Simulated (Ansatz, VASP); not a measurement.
## One calculation of Pd, two programs

INCAR

```
SYSTEM = Pd
PREC = Accurate
ENCUT = 520
EDIFF = 1E-7
ISMEAR = 0
SIGMA = 0.15
LREAL = .False.
LASPH = .True.
NELM = 100
ALGO = Fast
ISIF = 2
LWAVE = .False.
LCHARG = .False.
GGA = PS
NBANDS = 11
```

The input KPOINTS:

```
Automatic mesh
0
Gamma
  22 22 22
  0 0 0
```

The input POSCAR:

```
Pd
1.0
   -1.6902020750      1.6902020750      1.5722810000
    1.6902020750     -1.6902020750      1.5722810000
    1.4543599250      1.4543599250     -1.5722810000
Pd
1
Direct
    0.0000000000      0.0000000000      0.0000000000
```

Input for Ansatz:

```yaml
crystal:
  lattice:
    - [-1.690202075, 1.690202075, 1.572281]
    - [1.690202075, -1.690202075, 1.572281]
    - [1.454359925, 1.454359925, -1.572281]
  atoms:
    - { symbol: Pd, position: [0.0, 0.0, 0.0] }
basis:
  ecutwfc: 420
kpoints:
  mp_grid: { grid: [22, 22, 22] }
hamiltonian:
  xc: pbesol
scf:
  occupations: { method: gaussian, width: 0.15 }
output:
  forces: true
  stress: true
  eigenvalues: true
```

Change from the starting cell: strain -0.1500 x Voigt [0, 0, 0, 0, 0, 1], atoms carried along.

Alike in both runs: task single point; functional PBEsol; k mesh 22 × 22 × 22; occupations gaussian, width 0.15 eV; no spin polarisation.

|  | VASP | Ansatz |
| --- | --- | --- |
| version | VASP 6.6.1 | Ansatz 0.2.0 |
| potentials or method | VASP PAW PBE potentials, release 64 (Pd), cutoff 520 eV | scalar-relativistic, plane waves, PAW |
| valence electrons in the cell | 10 | 18 |

|  | VASP | Ansatz | Ansatz less VASP |
| --- | --- | --- | --- |
| gap on the k mesh at the Fermi level (eV) | none | none | - |
| pressure (GPa) | -5.5 | -5.1 | +0.34 |
| traceless stress, the component that is largest in VASP (GPa) | 14.44 | 14.61 | +0.174 |

VASP's potentials were made for PBE, not for PBEsol. A gap of «none» marks a metal or a gap that the smearing closes. VASP's potentials hold 10 valence electrons a cell and Ansatz's 18, so a difference there can come from the potentials and not from the codes.
